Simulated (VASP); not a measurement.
## SnSe: single point with PBEsol

The system is SnSe.

```
CELL_PARAMETERS angstrom
0.00000 3.05654 2.81201
3.05654 0.00000 2.81201
3.05654 3.05654 0.00000
ATOMIC_POSITIONS crystal
Sn 0.00000 0.00000 0.00000
Se 0.50000 0.50000 0.50000
```

This cell differs from its parent crystal: ratio of the length along z to the lengths across it x 0.92, volume and fractional coordinates fixed.

| Item | Value |
| --- | --- |
| Program | VASP 6.6.1 |
| Task | single point |
| Functional | PBEsol |
| Potentials or basis | VASP PAW PBE potentials, release 64 (Sn_d, Se) |
| Cutoff | 520 eV |
| k mesh | 10 × 10 × 10 |
| Occupations | gaussian, width 0.05 eV |
| Spin | no spin polarisation |

* Pressure: 1.2 GPa
* Band gap on the k mesh: 0.18 eV (least direct gap 0.25 eV)

Stress tensor (GPa, compression positive):
```
-3.12  0.00  0.00
 0.00 -3.12  0.00
 0.00  0.00  9.88
```

Levels at points of the mesh, in eV from the valence-band top:
| k point | band 6 | band 7 | band 8 | band 9 | band 10 | band 11 | band 12 | band 13 | band 14 | band 15 |
| --- | --- | --- | --- | --- | --- | --- | --- | --- | --- | --- |
| (0.00, 0.00, 0.00) | -14.38 | -5.14 | -3.11 | -2.23 | -2.23 | 3.56 | 3.56 | 5.38 | 5.38 | 5.75 |
| (0.50, 0.00, 0.00) | -13.36 | -8.54 | -2.34 | -2.21 | -0.38 | 0.64 | 0.74 | 1.33 | 7.98 | 9.48 |
| (0.50, 0.50, 0.00) | -12.84 | -6.43 | -6.11 | -4.19 | -4.19 | 2.40 | 5.08 | 5.08 | 6.72 | 10.38 |
| (0.50, 0.00, 0.50) | -13.15 | -6.09 | -5.94 | -4.47 | -3.48 | 2.71 | 4.43 | 5.61 | 6.62 | 9.79 |

It took 94 s on 1 thread of Intel Xeon 8259CL, on a shared host, peak memory 0.24 GiB.

Caveat: the stress differs along the axes, from -3 to 10 GPa; semilocal functionals underestimate gaps, and a narrow one can read as zero; the PAW data sets were made with another functional, which shifts forces and pressure a little; spin-orbit coupling is left out, which moves the levels of the heavy elements. A k mesh can miss the band edges.
